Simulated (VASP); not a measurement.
The system is GaCo2Si2.

```
Si Ga Co
1.0
     0.00000    3.70517    0.00000
     3.70517    0.00000    0.00000
     1.85259    1.85259   -4.78746
Si Ga Co
2 1 2
Direct
  0.37500 0.37500 0.25000
  0.62500 0.62500 0.75000
  0.00000 0.00000 0.00000
  0.75000 0.25000 0.50000
  0.25000 0.75000 0.50000
```

```yaml
Program: VASP 6.6.1
Task: relaxation of the atoms
Functional: PBE
Potentials_or_basis: VASP PAW PBE potentials, release 64 (Si, Ga_d, Co)
Cutoff: 520 eV
k_mesh: 5 × 5 × 5
Occupations: fermi-dirac, width 0.1 eV
Spin: non-collinear spin, zero start, spin-orbit coupling
Starting_moments: "[[0.0, 0.0, 0.0], [0.0, 0.0, 0.0], [0.0, 0.0, 0.0], [0.0, 0.0, 0.0], [0.0, 0.0, 0.0]] μB"
```

At the start: pressure 8.9 GPa; volume 13.14 Å³/atom.

Problem. Where does the relaxation end?

Solution. Over 3 steps the energy falls by 9.7 meV/atom at a fixed cell; space group I4/mmm (No. 139, to 0.1 Å) before and after; moment 0.00 μB per cell.

Step by step:
```tsv
step	energy change (eV)	largest force (eV/Å)	pressure (GPa)
1	0.0000	1.0823	8.87
2	-0.0466	0.2456	7.02
3	-0.0487	0.0017	7.27
```

Final structure:
```
CELL_PARAMETERS angstrom
0.00000 3.70517 0.00000
3.70517 0.00000 0.00000
1.85259 1.85259 -4.78746
ATOMIC_POSITIONS crystal
Si 0.37954 0.37954 0.24092
Si 0.62046 0.62046 0.75908
Ga 0.00000 0.00000 0.00000
Co 0.75000 0.25000 0.50000
Co 0.25000 0.75000 0.50000
```

Caveat: the k points lie up to 0.36 Å⁻¹ apart.
